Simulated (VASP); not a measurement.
# NaH in VASP: notebook

The runs below take NaH through single point, with LDA.

Everything below comes from runs of VASP 6.6.1. Logs are shortened: lines on timing, memory, paths and dates and some standing lists are left out, and cuts for length are marked.

## 1. The cell of the first run

It takes space group Fm-3m (No. 225, cubic). Conventional cell: a = 4.734 Å, b = 4.734 Å, c = 4.734 Å, α = 90.00°, β = 90.00°, γ = 90.00°. Within 3.1 Å of Na (site symmetry m-3m) lie 6 H at 2.37 Å. H (site symmetry m-3m) has 6 Na at 2.37 Å within 3.1 Å.

## 2. Single point, LDA (strain -0.030 along x and y, -0.030 along z)

Contents of INCAR:

```
ALGO = Normal
EDIFF = 1E-7
ENCUT = 520
GGA = CA
ISIF = 2
ISMEAR = 0
LASPH = True
LCHARG = True
LELF = True
LREAL = False
LVHAR = True
LWAVE = False
NBANDS = 11
NELM = 60
PREC = Accurate
SIGMA = 0.05
```

Contents of KPOINTS:

```
k-points
0
Gamma
  8 8 8
```

Contents of POSCAR:

```
NaH
1.0
    0.0000000000      2.3668000000      2.3668000000
    2.3668000000      0.0000000000      2.3668000000
    2.3668000000      2.3668000000      0.0000000000
Na H
1 1
Direct
    0.0000000000      0.0000000000      0.0000000000
    0.5000000000      0.5000000000      0.5000000000
```

Potentials or basis: VASP PAW LDA potentials, release 64 (Na_pv, H).

On the command line:

```console
$ cat potpaw_LDA.64/Na_pv/POTCAR potpaw_LDA.64/H/POTCAR > POTCAR
$ mpirun -np 1 vasp_std > vasp.out
```

OUTCAR:

```text
EDIFF = 1E-7
   ENCUT = 520
   GGA = CA
   ISIF = 2
   ISMEAR = 0
   LASPH = True
   LREAL = False
   NELM = 60
   PREC = Accurate

 ion  position               nearest neighbor table
   1  0.000  0.000  0.000-
   2  0.500  0.500  0.500-

  LATTYP: Found a face centered cubic cell.
 ALAT       =     4.7336000000

  Lattice vectors:

 A1 = (   0.0000000000,   2.3668000000,   2.3668000000)
 A2 = (   2.3668000000,   0.0000000000,   2.3668000000)
 A3 = (   2.3668000000,   2.3668000000,   0.0000000000)

Analysis of symmetry for initial positions (statically):
=====================================================================
 Subroutine PRICEL returns:
 Original cell was already a primitive cell.

 Routine SETGRP: Setting up the symmetry group for a
 face centered cubic supercell.

 Subroutine GETGRP returns: Found 48 space group operations
 (whereof 48 operations were pure point group operations)
 out of a pool of 48 trial point group operations.

The static configuration has the point symmetry O_h .

Analysis of symmetry for dynamics (positions and initial velocities):
=====================================================================
 Subroutine PRICEL returns:
 Original cell was already a primitive cell.

 Routine SETGRP: Setting up the symmetry group for a
 face centered cubic supercell.

 Subroutine GETGRP returns: Found 48 space group operations
 (whereof 48 operations were pure point group operations)
 out of a pool of 48 trial point group operations.

The dynamic configuration has the point symmetry O_h .

 Subroutine INISYM returns: Found 48 space group operations
 (whereof 48 operations are pure point group operations),
 and found     1 'primitive' translations

----------------------------------------------------------------------------------------

                                     Primitive cell

  volume of cell :      26.5164

  direct lattice vectors                    reciprocal lattice vectors
     0.000000000  2.366800000  2.366800000    -0.211255704  0.211255704  0.211255704
     2.366800000  0.000000000  2.366800000     0.211255704 -0.211255704  0.211255704
     2.366800000  2.366800000  0.000000000     0.211255704  0.211255704 -0.211255704

  length of vectors
     3.347160659  3.347160659  3.347160659     0.365905613  0.365905613  0.365905613

  position of ions in fractional coordinates (direct lattice)
     0.000000000  0.000000000  0.000000000
     0.500000000  0.500000000  0.500000000

  ion indices of the primitive-cell ions
   primitive index   ion index
                 1           1
                 2           2

----------------------------------------------------------------------------------------

 KPOINTS: k-points

Automatic generation of k-mesh.
 Grid dimensions read from file:
 generate k-points for:    8    8    8

 Generating k-lattice:

  Cartesian coordinates                     Fractional coordinates (reciprocal lattice)
    -0.026406963  0.026406963  0.026406963     0.125000000  0.000000000  0.000000000
     0.026406963 -0.026406963  0.026406963     0.000000000  0.125000000  0.000000000
     0.026406963  0.026406963 -0.026406963     0.000000000  0.000000000  0.125000000

  Length of vectors
     0.045738202  0.045738202  0.045738202

  Shift w.r.t. Gamma in fractional coordinates (k-lattice)
     0.000000000  0.000000000  0.000000000

 Subroutine IBZKPT returns following result:
 ===========================================

 Found     29 irreducible k-points:

 Following reciprocal coordinates:
            Coordinates               Weight
  0.000000  0.000000  0.000000      1.000000
  0.125000  0.000000  0.000000      8.000000
  0.250000  0.000000  0.000000      8.000000
  0.375000  0.000000  0.000000      8.000000
  0.500000  0.000000  0.000000      4.000000
  0.125000  0.125000  0.000000      6.000000
[... 16 lines left out ...]
  0.500000  0.250000  0.125000     48.000000
 -0.375000  0.250000  0.125000     24.000000
 [... further k-points ...]
   k-points           NKPTS =     29   k-points in BZ     NKDIM =     29   number of bands    NBANDS=     11
   number of dos      NEDOS =    301   number of ions     NIONS =      2
   total plane-waves  NPLWV =  21952
   dimension x,y,z NGX =    28 NGY =   28 NGZ =   28
   dimension x,y,z NGXF=    56 NGYF=   56 NGZF=   56
   ions per type =               1   1
   NGX,Y,Z   is equivalent  to a cutoff of  13.91, 13.91, 13.91 a.u.
   NGXF,Y,Z  is equivalent  to a cutoff of  27.81, 27.81, 27.81 a.u.
 SYSTEM =  unknown system
   PREC   = accura    normal or accurate (medium, high low for compatibility)
   ISTART =      0    job   : 0-new  1-cont  2-samecut
   ICHARG =      2    charge: 1-file 2-atom 10-const
   ISPIN  =      1    spin polarized calculation?
   LNONCOLLINEAR =      F non collinear calculations
   LSORBIT =      F    spin-orbit coupling
   LASPH  =      T    aspherical Exc in radial PAW
   ENCUT  =  520.0 eV  38.22 Ry    6.18 a.u.   6.22  6.22  6.22*2*pi/ulx,y,z
   NELM   =     60;   NELMIN=  2; NELMDL= -5     # of ELM steps
   EDIFF  = 0.1E-06   stopping-criterion for ELM
   LREAL  =      F    real-space projection
   EDIFFG = 0.1E-05   stopping-criterion for IOM
   NSW    =      0    number of steps for IOM
   IBRION =     -1    ionic relax: 0-MD 1-quasi-New 2-CG
   NFREE  =      0    steps in history (QN), initial steepest desc. (CG)
   ISIF   =      2    stress and relaxation
   ISYM   =      2    0-nonsym 1-usesym 2-fastsym
   POTIM  = 0.5000    time-step for ionic-motion
   TEBEG  =    0.0;   TEEND  =   0.0 temperature during run
   PSTRESS=    0.0 pullay stress
   NELECT =       8.0000    total number of electrons
   NUPDOWN=      -1.0000    fix difference up-down
   EMIN   =  10.00;   EMAX   =-10.00  energy-range for DOS
   EFERMI =   0.00;   METHOD = LEGACY
   ISMEAR =     0;   SIGMA  =   0.05  broadening in eV -4-tet -1-fermi 0-gaus
   EFERMI_NEDOS =   21; number of points for ismear=-14 and -15
   IALGO  =     38    algorithm
   IMIX   =      4    mixing-type and parameters
     AMIX     =   0.40;   BMIX     =  1.00
     AMIX_MAG =   1.60;   BMIX_MAG =  1.00
  volume/ion in A,a.u.               =      13.26        89.47
  Fermi-wavevector in a.u.,A,eV,Ry     =   1.097994  2.074908 16.403057  1.205591
  Thomas-Fermi vector in A             =   2.234364
   LORBIT       =      0    0 simple, 1 ext, 2 COOP (PROOUT), +10 PAW based schemes
   GGA     = CA    functional components
   LHFCALC =     F    Hartree Fock is set to
   AEXX    =    0.0000 exact exchange contribution
   IVDW    =     0    specifies the selected vdW correction
   LEPSILON=     F    determine dielectric tensor
   LRPA    =     F    only Hartree local field effects (RPA)
 non-spin polarized calculation
 Gauss-broadening in eV      SIGMA  =   0.05
  energy-cutoff  :      520.00
  volume of cell :       26.52
 maximum number of plane-waves:       725
 NGX is ok and might be reduce to    28
   NGX = 13   NGY = 13   NGZ = 13

 number of electron       8.0000005 magnetization

 Free energy of the ion-electron system (eV)
  ---------------------------------------------------
  ext. energy  EPLUGINS =         0.00000000
  ---------------------------------------------------
  free energy    TOTEN  =        -5.40688073 eV

  energy without entropy =       -5.40688073  energy(sigma->0) =       -5.40688073

 E-fermi :  -0.7022     XC(G=0):  -8.4564

 val. band max:       -1.0113139191   @ k =  -0.2500   0.5000   0.2500
 cond. band min:       2.4911316860   @ k =   0.5000   0.0000   0.0000
 fundamental gap:      3.5024456050
 Fermi energy:        -0.7021611891

 k-point     1 :       0.0000    0.0000    0.0000
  band No.  band energies     occupation
      1     -23.0839      2.00000
      2     -23.0839      2.00000
      3     -23.0839      2.00000
      4      -4.9824      2.00000
      5       9.9337      0.00000
      6      14.6282      0.00000
      7      14.6282      0.00000
      8      14.6282      0.00000
      9      15.7833      0.00000
     10      15.7833      0.00000
     11      15.7833      0.00000

 k-point     2 :       0.1250    0.0000    0.0000
  band No.  band energies     occupation
      1     -23.1019      2.00000
      2     -23.0860      2.00000
      3     -23.0860      2.00000
      4      -4.6942      2.00000
      5       8.9033      0.00000
      6      12.0635      0.00000
      7      13.8849      0.00000
      8      13.8849      0.00000
      9      16.6812      0.00000
     10      16.6812      0.00000
     11      16.9170      0.00000

 k-point     3 :       0.2500    0.0000    0.0000
  band No.  band energies     occupation
      1     -23.1450      2.00000
      2     -23.0910      2.00000
      3     -23.0910      2.00000
      4      -3.8728      2.00000
      5       6.2813      0.00000
      6      10.7008      0.00000
      7      13.0883      0.00000
      8      13.0883      0.00000
      9      16.6176      0.00000
     10      16.6176      0.00000
     11      18.1654      0.00000

 k-point     4 :       0.3750    0.0000    0.0000
  band No.  band energies     occupation
      1     -23.1874      2.00000
      2     -23.0961      2.00000
      3     -23.0961      2.00000
      4      -2.7063      2.00000
      5       3.7233      0.00000
      6      10.1537      0.00000
      7      12.5998      0.00000
      8      12.5998      0.00000
      9      15.8609      0.00000
     10      15.8609      0.00000
     11      18.4118      0.00000

 k-point     5 :       0.5000    0.0000    0.0000
  band No.  band energies     occupation
      1     -23.2048      2.00000
      2     -23.0982      2.00000
      3     -23.0982      2.00000
      4      -1.9567      2.00000
      5       2.4911      0.00000
      6       9.9972      0.00000
      7      12.4362      0.00000
      8      12.4362      0.00000
      9      15.5719      0.00000
     10      15.5719      0.00000
     11      18.2578      0.00000
[... 211 lines left out ...]
 k-point    21 :       0.5000    0.5000    0.0000
  band No.  band energies     occupation
      1     -23.1914      2.00000
      2     -23.1244      2.00000
      3     -23.1244      2.00000
      4      -1.2191      2.00000
      5       3.4029      0.00000
      6       8.8755      0.00000
      7       9.6947      0.00000
      8       9.6947      0.00000
      9      11.0479      0.00000
     10      23.4422      0.00000
     11      24.9334      0.00000

 k-point    22 :       0.3750    0.2500    0.1250
  band No.  band energies     occupation
      1     -23.1547      2.00000
      2     -23.1119      2.00000
      3     -23.0979      2.00000
      4      -3.2090      2.00000
      5       5.9390      0.00000
      6       8.1236      0.00000
      7      11.3230      0.00000
      8      14.1986      0.00000
      9      14.7104      0.00000
     10      17.3294      0.00000
     11      19.9917      0.00000

 k-point    23 :       0.5000    0.2500    0.1250
  band No.  band energies     occupation
      1     -23.1768      2.00000
      2     -23.1243      2.00000
      3     -23.1043      2.00000
      4      -2.1725      2.00000
      5       4.2702      0.00000
      6       6.9891      0.00000
      7      10.4173      0.00000
      8      14.2289      0.00000
      9      15.4904      0.00000
     10      17.5798      0.00000
     11      19.8121      0.00000

 k-point    24 :      -0.3750    0.2500    0.1250
  band No.  band energies     occupation
      1     -23.1862      2.00000
      2     -23.1281      2.00000
      3     -23.1078      2.00000
      4      -1.5506      2.00000
      5       3.3069      0.00000
      6       6.7504      0.00000
      7      10.0467      0.00000
      8      14.1852      0.00000
      9      15.3375      0.00000
     10      18.6826      0.00000
     11      20.8798      0.00000

 [... further k-points ...]
[... 5 lines left out ...]
  --------------------------------------------------------------------------------------
  -------------------------------------------------------------------------------------
  Total       -0.1271635     -0.1271635     -0.1271635     -0.0000000     -0.0000000      0.0000000
  in kB       -7.6834895     -7.6834895     -7.6834895     -0.0000000     -0.0000000      0.0000000
  external PRESSURE =      -7.6834895 kB  Pullay stress =       0.0000000 kB

 VOLUME and BASIS-vectors are now :
 -----------------------------------------------------------------------------
  energy-cutoff  :      520.00
  volume of cell :       26.52
      direct lattice vectors                 reciprocal lattice vectors
     0.000000000  2.366800000  2.366800000    -0.211255704  0.211255704  0.211255704
     2.366800000  0.000000000  2.366800000     0.211255704 -0.211255704  0.211255704
     2.366800000  2.366800000  0.000000000     0.211255704  0.211255704 -0.211255704

 POSITION                                       TOTAL-FORCE (eV/Angst)
 -----------------------------------------------------------------------------------
      0.00000      0.00000      0.00000        -0.000000     -0.000000     -0.000000
      2.36680      2.36680      2.36680         0.000000      0.000000      0.000000
 -----------------------------------------------------------------------------------
    total drift:                               -0.000000     -0.000000     -0.000000

  FREE ENERGIE OF THE ION-ELECTRON SYSTEM (eV)
  ---------------------------------------------------
  free  energy   TOTEN  =        -5.4068807330 eV

  energy  without entropy=       -5.4068807330  energy(sigma->0) =       -5.40688073
```

Run time: 7.1 s. Hardware: 1 thread of Intel Xeon 6975P-C (Granite Rapids), shared host; peak memory 0.13 GiB.

What came out:

| Item | Value |
| --- | --- |
| Free energy | -5.4069 eV |
| Pressure | -0.8 GPa |
| Band gap on the k mesh | 3.50 eV, indirect (least direct gap 4.45 eV) |

Levels at points of the mesh, in eV from the valence-band top:
```csv
k point,band 1,band 2,band 3,band 4,band 5,band 6,band 7,band 8
"(0.00, 0.00, 0.00)",-22.07,-22.07,-22.07,-3.97,10.95,15.64,15.64,15.64
"(0.50, 0.00, 0.00)",-22.19,-22.09,-22.09,-0.95,3.50,11.01,13.45,13.45
"(0.50, 0.50, 0.00)",-22.18,-22.11,-22.11,-0.21,4.41,9.89,10.71,10.71
```

Caveat: the cell differs from its parent crystal (strain -0.030 along x and y, -0.030 along z). A k mesh can miss the band edges.

## 3. Single point, LDA (strain -0.015 along x and y, -0.015 along z)

Contents of INCAR:

```
SYSTEM = NaH
PREC = Accurate ; ENCUT = 520
EDIFF = 1E-6 ; ISMEAR = 0
SIGMA = 0.05 ; LREAL = .FALSE.
LASPH = .TRUE. ; NELM = 100
ALGO = Normal ; ISIF = 2
LWAVE = .FALSE. ; LCHARG = .FALSE.
NBANDS = 11
```

Contents of KPOINTS:

```
Automatic mesh
0
G
  8 8 8
  0 0 0
```

Contents of POSCAR:

```
NaH
1.0
    0.0000000000      2.4034000000      2.4034000000
    2.4034000000      0.0000000000      2.4034000000
    2.4034000000      2.4034000000      0.0000000000
Na H
1 1
Direct
    0.0000000000      0.0000000000      0.0000000000
    0.5000000000      0.5000000000      0.5000000000
```

Potentials or basis: VASP PAW LDA potentials, release 64 (Na_pv, H).

On the command line:

```console
$ cat potpaw_LDA.64/Na_pv/POTCAR potpaw_LDA.64/H/POTCAR > POTCAR
$ mpirun -np 1 vasp_std > vasp.out
```

Wall time 5 s (1 thread of Intel Xeon 6975P-C (Granite Rapids), shared host); peak memory 0.13 GiB.

Results (log left out):

```yaml
Free_energy: -5.3972 eV
Pressure: -1.8 GPa
Band_gap_on_the_k_mesh: 3.43 eV, indirect (least direct gap 4.35 eV)
```

Levels at points of the mesh, in eV from the valence-band top:
```tsv
k point	band 1	band 2	band 3	band 4	band 5	band 6	band 7	band 8	band 9
(0.00, 0.00, 0.00)	-22.15	-22.15	-22.15	-3.84	10.53	15.30	15.30	15.30	16.33
(0.50, 0.00, 0.00)	-22.25	-22.16	-22.16	-0.92	3.43	10.69	13.17	13.17	16.09
(0.50, 0.50, 0.00)	-22.24	-22.18	-22.18	-0.20	4.33	9.72	10.42	10.42	11.58
```

Caveat: the cell differs from its parent crystal (strain -0.015 along x and y, -0.015 along z). A k mesh can miss the band edges.

## 4. Single point, LDA (strain +0.030 along x and y, +0.030 along z)

Contents of INCAR:

```
SYSTEM = NaH
PREC = Accurate
ENCUT = 520
EDIFF = 1E-7
ISMEAR = 0
SIGMA = 0.05
LREAL = .False.
LASPH = .True.
NELM = 60
ALGO = Normal
ISIF = 2
LWAVE = .False.
LCHARG = .False.
NBANDS = 11
```

Contents of KPOINTS:

```
Automatic mesh
0
Gamma
  8 8 8
  0 0 0
```

Contents of POSCAR:

```
NaH
1.0
    0.0000000000      2.5132000000      2.5132000000
    2.5132000000      0.0000000000      2.5132000000
    2.5132000000      2.5132000000      0.0000000000
Na H
1 1
Direct
    0.0000000000      0.0000000000      0.0000000000
    0.5000000000      0.5000000000      0.5000000000
```

On the command line:

```console
$ cat potpaw_LDA.64/Na_pv/POTCAR potpaw_LDA.64/H/POTCAR > POTCAR
$ mpirun -np 1 vasp_std > vasp.out
```

It took 6.4 s on 1 thread of Intel Xeon 6975P-C (Granite Rapids), shared host; peak memory 0.13 GiB.

It converged, with:

- Free energy: -5.3246 eV
- Pressure: -3.9 GPa
- Band gap on the k mesh: 3.23 eV, indirect (least direct gap 4.08 eV)

Levels at points of the mesh, in eV from the valence-band top:
```
           k point  band 1  band 2  band 3  band 4  band 5  band 6  band 7  band 8
(0.00, 0.00, 0.00)  -22.38  -22.38  -22.38   -3.46    9.39   14.36   14.36   14.36
(0.50, 0.00, 0.00)  -22.45  -22.39  -22.39   -0.85    3.23    9.81   12.38   12.38
(0.50, 0.50, 0.00)  -22.44  -22.41  -22.41   -0.17    4.10    9.26    9.64    9.64
```

Caveat: the cell differs from its parent crystal (strain +0.030 along x and y, +0.030 along z). A k mesh can miss the band edges.

## 5. Single point, LDA (strain -0.030 along x and y, +0.000 along z)

Contents of INCAR:

```
SYSTEM = NaH
  PREC = Accurate
  ENCUT = 520
  EDIFF = 1E-7
  ISMEAR = 0
  SIGMA = 0.05
  LREAL = .FALSE.
  LASPH = .TRUE.
  NELM = 60
  ALGO = Normal
  ISIF = 2
  LWAVE = .FALSE.
  LCHARG = .FALSE.
  GGA = CA
  NBANDS = 11
```

Contents of KPOINTS:

```
regular mesh
0
G
  8 8 8
  0 0 0
```

Contents of POSCAR:

```
NaH
1.0
    0.0000000000      2.3668000000      2.4400000000
    2.3668000000      0.0000000000      2.4400000000
    2.3668000000      2.3668000000      0.0000000000
Na H
1 1
Direct
    0.0000000000      0.0000000000      0.0000000000
    0.5000000000      0.5000000000      0.5000000000
```

On the command line:

```console
$ cat potpaw_LDA.64/Na_pv/POTCAR potpaw_LDA.64/H/POTCAR > POTCAR
$ mpirun -np 1 vasp_std > vasp.out
```

It took 8.8 s on 1 thread of Intel Xeon 6975P-C (Granite Rapids), shared host; peak memory 0.14 GiB.

It converged, with:

* Free energy: -5.3998 eV
* Pressure: -1.4 GPa
* Band gap on the k mesh: 3.43 eV, indirect (least direct gap 4.39 eV)

Stress tensor (GPa, compression positive):
```
-1.12  0.00  0.00
 0.00 -1.12  0.00
 0.00  0.00 -2.08
```

Levels at points of the mesh, in eV from the valence-band top:
```
           k point  band 1  band 2  band 3  band 4  band 5  band 6  band 7  band 8  band 9
(0.00, 0.00, 0.00)  -22.16  -22.15  -22.15   -3.91   10.62   15.28   15.45   15.45   16.45
(0.50, 0.00, 0.00)  -22.26  -22.17  -22.16   -0.96    3.43   10.75   13.00   13.47   15.98
(0.50, 0.50, 0.00)  -22.25  -22.18  -22.18   -0.34    4.09    9.96   10.75   10.75   11.82
(0.50, 0.00, 0.50)  -22.24  -22.19  -22.19   -0.17    4.45    9.66   10.34   10.39   11.66
```

Caveat: the cell differs from its parent crystal (strain -0.030 along x and y, +0.000 along z). A k mesh can miss the band edges.

## 6. The runs side by side

```tsv
cell	gap on the mesh (eV)	pressure (GPa)
a = 3.347 Å, angles 60.0°, 2 atoms	3.50	-0.8
a = 3.399 Å, angles 60.0°, 2 atoms	3.43	-1.8
a = 3.554 Å, angles 60.0°, 2 atoms	3.23	-3.9
a = 3.399, b = 3.399, c = 3.347 Å, angles 60.5, 60.5, 59.0°, 2 atoms	3.43	-1.4
```

Alike in all rows: task single point; level LDA; potentials or basis VASP PAW LDA potentials, release 64 (Na_pv, H); no spin polarisation; k mesh 8 × 8 × 8; cutoff (eV) 520; smearing gaussian 0.05 eV.

Absolute energies hang on the potentials; compare differences alone.
